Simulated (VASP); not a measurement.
# Ta3Cd (Pm-3m) in VASP: density of states with PBE

Aim: the density of states of Ta3Cd with PBE.

Program: VASP 6.6.1. These are calculated values, not measurements. Logs are shortened: lines on timing, memory, paths and dates and some standing lists are left out, and cuts for length are marked.

## Step 1: The cell of the first run

The structure is cubic, space group Pm-3m (No. 221). The conventional cell has a = 5.148 Å, b = 5.148 Å, c = 5.148 Å, α = 90.00°, β = 90.00°, γ = 90.00°. Within 4.8 Å of Cd (site symmetry m-3m) lie 12 Ta at 3.64 Å. Within 4.8 Å of Ta (site symmetry 4/mmm) lie 4 Cd at 3.64 Å and 8 Ta at 3.64 Å.

## Step 2: Density of states, PBE

The input, POSCAR:

```
Ta3Cd
1.0
    5.1481110000      0.0000000000      0.0000000000
    0.0000000000      5.1481110000      0.0000000000
    0.0000000000      0.0000000000      5.1481110000
Cd Ta
1 3
Direct
    0.0000000000      0.0000000000      0.0000000000
    0.5000000000      0.0000000000      0.5000000000
    0.0000000000      0.5000000000      0.5000000000
    0.5000000000      0.5000000000      0.0000000000
```

The input, INCAR.step1:

```
SYSTEM = Ta3Cd
PREC = Accurate ; ENCUT = 520
EDIFF = 1E-6 ; ISMEAR = 0
SIGMA = 0.0344 ; LREAL = .False.
LASPH = .True. ; NELM = 80
ALGO = Normal ; ISIF = 2
LWAVE = .False. ; LCHARG = .True.
LMAXMIX = 4 ; GGA = PE
NBANDS = 30
```

The input, KPOINTS.step1:

```
Automatic mesh
0
Gamma
  7 7 7
  0 0 0
```

The input, INCAR.step2:

```
SYSTEM = Ta3Cd
PREC = Accurate ; ENCUT = 520
EDIFF = 1E-6 ; ISMEAR = -5
SIGMA = 0.0344 ; LREAL = .False.
LASPH = .True. ; NELM = 80
ALGO = Normal ; ISIF = 2
LWAVE = .False. ; LCHARG = .False.
LMAXMIX = 4 ; GGA = PE
LORBIT = 11 ; NEDOS = 1001
ICHARG = 11
```

The input, KPOINTS.step2:

```
Automatic mesh
0
Gamma
  11 11 11
  0 0 0
```

Potentials or basis: VASP PAW PBE potentials, release 64 (Cd, Ta_pv).

Command:

```console
$ cat potpaw_PBE.64/Cd/POTCAR potpaw_PBE.64/Ta_pv/POTCAR > POTCAR
$ cp INCAR.step1 INCAR
$ cp KPOINTS.step1 KPOINTS
$ mpirun -np 1 vasp_std > vasp.out
$ cp INCAR.step2 INCAR
$ cp KPOINTS.step2 KPOINTS
$ mpirun -np 1 vasp_std > vasp.out
```

OUTCAR:

```text
SYSTEM = Ta3Cd
   PREC = Accurate
   ENCUT = 520
   EDIFF = 1E-6
   ISMEAR = -5
   LREAL = .False.
   LASPH = .True.
   NELM = 80
   ISIF = 2
   GGA = PE
   LORBIT = 11
   ICHARG = 11

 ion  position               nearest neighbor table
   1  0.000  0.000  0.000-   2 3.64   3 3.64   4 3.64   2 3.64   3 3.64   3 3.64   4 3.64   3 3.64
                             2 3.64   4 3.64   2 3.64   4 3.64
   2  0.500  0.000  0.500-   1 3.64   1 3.64   1 3.64   1 3.64
   3  0.000  0.500  0.500-   1 3.64   1 3.64   1 3.64   1 3.64
   4  0.500  0.500  0.000-   1 3.64   1 3.64   1 3.64   1 3.64

  LATTYP: Found a simple cubic cell.
 ALAT       =     5.1481110000

  Lattice vectors:

 A1 = (   5.1481110000,   0.0000000000,   0.0000000000)
 A2 = (   0.0000000000,   5.1481110000,   0.0000000000)
 A3 = (   0.0000000000,   0.0000000000,   5.1481110000)

Analysis of symmetry for initial positions (statically):
=====================================================================
 Subroutine PRICEL returns:
 Original cell was already a primitive cell.

 Routine SETGRP: Setting up the symmetry group for a
 simple cubic supercell.

 Subroutine GETGRP returns: Found 48 space group operations
 (whereof 48 operations were pure point group operations)
 out of a pool of 48 trial point group operations.

The static configuration has the point symmetry O_h .

Analysis of symmetry for dynamics (positions and initial velocities):
=====================================================================
 Subroutine PRICEL returns:
 Original cell was already a primitive cell.

 Routine SETGRP: Setting up the symmetry group for a
 simple cubic supercell.

 Subroutine GETGRP returns: Found 48 space group operations
 (whereof 48 operations were pure point group operations)
 out of a pool of 48 trial point group operations.

The dynamic configuration has the point symmetry O_h .

 Subroutine INISYM returns: Found 48 space group operations
 (whereof 48 operations are pure point group operations),
 and found     1 'primitive' translations

----------------------------------------------------------------------------------------

                                     Primitive cell

  volume of cell :     136.4406

  direct lattice vectors                    reciprocal lattice vectors
[... 93 lines left out ...]
   EDIFF  = 0.1E-05   stopping-criterion for ELM
   LREAL  =      F    real-space projection
   EDIFFG = 0.1E-04   stopping-criterion for IOM
   NSW    =      0    number of steps for IOM
   IBRION =     -1    ionic relax: 0-MD 1-quasi-New 2-CG
   NFREE  =      0    steps in history (QN), initial steepest desc. (CG)
   ISIF   =      2    stress and relaxation
   ISYM   =      2    0-nonsym 1-usesym 2-fastsym
   POTIM  = 0.5000    time-step for ionic-motion
   TEBEG  =    0.0;   TEEND  =   0.0 temperature during run
   PSTRESS=    0.0 pullay stress
   NELECT =      45.0000    total number of electrons
   NUPDOWN=      -1.0000    fix difference up-down
   EMIN   =  10.00;   EMAX   =-10.00  energy-range for DOS
   EFERMI =   0.00;   METHOD = LEGACY
   ISMEAR =    -5;   SIGMA  =   0.03  broadening in eV -4-tet -1-fermi 0-gaus
   EFERMI_NEDOS =   21; number of points for ismear=-14 and -15
   IALGO  =     38    algorithm
   IMIX   =      4    mixing-type and parameters
     AMIX     =   0.40;   BMIX     =  1.00
     AMIX_MAG =   1.60;   BMIX_MAG =  1.00
  volume/ion in A,a.u.               =      34.11       230.19
  Fermi-wavevector in a.u.,A,eV,Ry     =   1.131092  2.137453 17.406860  1.279368
  Thomas-Fermi vector in A             =   2.267790
   LORBIT       =     11    0 simple, 1 ext, 2 COOP (PROOUT), +10 PAW based schemes
   GGA     = PE    functional components
   LHFCALC =     F    Hartree Fock is set to
   AEXX    =    0.0000 exact exchange contribution
   IVDW    =     0    specifies the selected vdW correction
   LEPSILON=     F    determine dielectric tensor
   LRPA    =     F    only Hartree local field effects (RPA)
 non-spin polarized calculation
 Fermi weights with tetrahedron method with Bloechl corrections
  energy-cutoff  :      520.00
  volume of cell :      136.44
 maximum number of plane-waves:      3743
 NGX is ok and might be reduce to    40

 number of electron      44.9999997 magnetization

 Free energy of the ion-electron system (eV)
  ---------------------------------------------------
  ext. energy  EPLUGINS =         0.00000000
  ---------------------------------------------------
  free energy    TOTEN  =       -26.00493653 eV

  energy without entropy =      -26.00493653  energy(sigma->0) =      -26.00493653

 E-fermi :   1.2394     XC(G=0):  -9.4876

 val. band max:        1.2500085978   @ k =   0.4545   0.2727   0.0000
 cond. band min:       1.2264526737   @ k =   0.4545   0.2727   0.2727
 fundamental gap:     -0.0235559241
 Fermi energy:         1.2393556698

 k-point     1 :       0.0000    0.0000    0.0000
  band No.  band energies     occupation
      1     -34.3347      2.00000
      2     -34.3347      2.00000
      3     -34.3347      2.00000
      4     -34.3161      2.00000
      5     -34.3161      2.00000
      6     -34.3161      2.00000
[... 709 lines left out ...]
     26       2.3993      0.00000
     27       2.4606      0.00000

 [... further k-points ...]
[... 5 lines left out ...]
  --------------------------------------------------------------------------------------
  -------------------------------------------------------------------------------------
  Total      -22.7290517    -22.7290517    -22.7290517     -0.0000000     -0.0000000     -0.0000000
  in kB     -266.8997648   -266.8997648   -266.8997648     -0.0000000     -0.0000000     -0.0000000
  external PRESSURE =    -266.8997648 kB  Pullay stress =       0.0000000 kB

 VOLUME and BASIS-vectors are now :
 -----------------------------------------------------------------------------
  energy-cutoff  :      520.00
  volume of cell :      136.44
      direct lattice vectors                 reciprocal lattice vectors
     5.148111000  0.000000000  0.000000000     0.194246006  0.000000000  0.000000000
     0.000000000  5.148111000  0.000000000     0.000000000  0.194246006  0.000000000
     0.000000000  0.000000000  5.148111000     0.000000000  0.000000000  0.194246006

 POSITION                                       TOTAL-FORCE (eV/Angst)
 -----------------------------------------------------------------------------------
      0.00000      0.00000      0.00000         0.000000      0.000000      0.000000
      2.57406      0.00000      2.57406         0.000000      0.000000      0.000000
      0.00000      2.57406      2.57406         0.000000      0.000000      0.000000
      2.57406      2.57406      0.00000         0.000000      0.000000      0.000000
 -----------------------------------------------------------------------------------
    total drift:                               -0.000000     -0.000000     -0.000000

  FREE ENERGIE OF THE ION-ELECTRON SYSTEM (eV)
  ---------------------------------------------------
  free  energy   TOTEN  =       -26.0049365312 eV

  energy  without entropy=      -26.0049365312  energy(sigma->0) =      -26.00493653

 total charge

# of ion       s       p       d       tot
------------------------------------------
    1        0.444   0.211   9.499  10.154
    2        0.300   6.014   1.975   8.289
    3        0.300   6.014   1.975   8.289
    4        0.300   6.014   1.975   8.289
--------------------------------------------------
tot          1.343  18.253  15.424  35.020
```

OUTCAR.step1:

```text
SYSTEM = Ta3Cd
   PREC = Accurate
   ENCUT = 520
   EDIFF = 1E-6
   ISMEAR = 0
   LREAL = .False.
[... 884 lines left out ...]
      2.57406      0.00000      2.57406         0.000000      0.000000      0.000000
      0.00000      2.57406      2.57406         0.000000      0.000000      0.000000
      2.57406      2.57406      0.00000         0.000000      0.000000      0.000000
 -----------------------------------------------------------------------------------
    total drift:                               -0.000000     -0.000000     -0.000000

  FREE ENERGIE OF THE ION-ELECTRON SYSTEM (eV)
  ---------------------------------------------------
  free  energy   TOTEN  =       -26.0102008641 eV

  energy  without entropy=      -26.0044024218  energy(sigma->0) =      -26.00730164
```

OSZICAR.step1:

```text
N       E                     dE             d eps       ncg     rms          rms(c)
DAV:   1     0.366094188204E+03    0.36609E+03   -0.23901E+04  1216   0.138E+03
DAV:   2    -0.142321562306E+02   -0.38033E+03   -0.37048E+03  1308   0.391E+02
DAV:   3    -0.286954677454E+02   -0.14463E+02   -0.13947E+02  1598   0.680E+01
DAV:   4    -0.290339250042E+02   -0.33846E+00   -0.33252E+00  1506   0.812E+00
DAV:   5    -0.290459808287E+02   -0.12056E-01   -0.12012E-01  1562   0.126E+00    0.941E+00
DAV:   6    -0.262945031764E+02    0.27515E+01   -0.76926E+00  1498   0.123E+01    0.315E+00
DAV:   7    -0.260273457170E+02    0.26716E+00   -0.13800E+00  1604   0.527E+00    0.171E+00
DAV:   8    -0.260105621162E+02    0.16784E-01   -0.75040E-02  1474   0.125E+00    0.528E-01
DAV:   9    -0.260100269526E+02    0.53516E-03   -0.13018E-02  1600   0.605E-01    0.204E-01
DAV:  10    -0.260102045188E+02   -0.17757E-03   -0.12494E-03  1564   0.176E-01    0.640E-02
DAV:  11    -0.260102034967E+02    0.10221E-05   -0.20289E-04  1610   0.696E-02    0.111E-02
DAV:  12    -0.260102012614E+02    0.22353E-05   -0.26468E-05  1586   0.208E-02    0.393E-03
DAV:  13    -0.260102008641E+02    0.39732E-06   -0.21831E-06  1248   0.570E-03
   1 F= -.26010201E+02 E0= -.26007302E+02  d E =-.579844E-02
```

Run time: 3.2 min. Hardware: 1 thread of AMD EPYC 7R43 (Zen 3), shared host; peak memory 0.31 GiB.

What came out:

```yaml
Valence_electrons_inside_the_program's_atomic_spheres: Cd 10.15; Ta 8.29
```

Caveat: spin-orbit coupling is left out, which moves the levels of the heavy elements; tetrahedron occupations give inexact forces and stress in metals.
